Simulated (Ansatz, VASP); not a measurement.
## Al in VASP and in Ansatz

Contents of INCAR:

```
PREC = Accurate ; ENCUT = 520
EDIFF = 1E-6 ; ISMEAR = 0
SIGMA = 0.15 ; LREAL = False
LASPH = True ; NELM = 100
ALGO = Normal ; ISIF = 2
LWAVE = False ; LCHARG = True
GGA = CA ; LELF = True
LVHAR = True ; NBANDS = 8
```

KPOINTS

```
regular mesh
0
Gamma
  22 22 22
```

Contents of POSCAR:

```
Al
1.0
   -1.4433500387      1.4433500387      1.9462131922
    1.4433500387     -1.4433500387      1.9462131922
    1.4433500387      1.4433500387     -1.9462131922
Al
1
Direct
    0.0000000000      0.0000000000      0.0000000000
```

Input for Ansatz:

```yaml
crystal:
  lattice:
    - [-1.4433500387, 1.4433500387, 1.9462131922]
    - [1.4433500387, -1.4433500387, 1.9462131922]
    - [1.4433500387, 1.4433500387, -1.9462131922]
  atoms:
    - { symbol: Al, position: [0.0, 0.0, 0.0] }
basis:
  ecutwfc: 420
kpoints:
  mp_grid: { grid: [22, 22, 22] }
hamiltonian:
  xc: lda
scf:
  occupations: { method: gaussian, width: 0.15 }
output:
  forces: true
  stress: true
  eigenvalues: true
  write_density: true
  write_potential: true
  elf: true
  volumetric_format: npy
```

Alike in both runs: task single point; functional LDA; k mesh 22 × 22 × 22; occupations gaussian, width 0.15 eV; no spin polarisation.

```csv
,VASP,Ansatz
version,VASP 6.6.1,Ansatz 0.2.0
potentials or method,"VASP PAW LDA potentials, release 64 (Al), cutoff 520 eV","scalar-relativistic, plane waves, PAW"
valence electrons in the cell,3,3
```

|  | VASP | Ansatz | Ansatz less VASP |
| --- | --- | --- | --- |
| gap on the k mesh at the Fermi level (eV) | none | none | - |
| pressure (GPa) | -1.8 | -1.9 | -0.06 |
| traceless stress, the component that is largest in VASP (GPa) | 1.83 | 1.81 | -0.017 |

LDA's correlation is that of Perdew and Zunger in VASP and of Perdew and Wang (1992) in Ansatz. A gap of «none» marks a metal or a gap that the smearing closes.
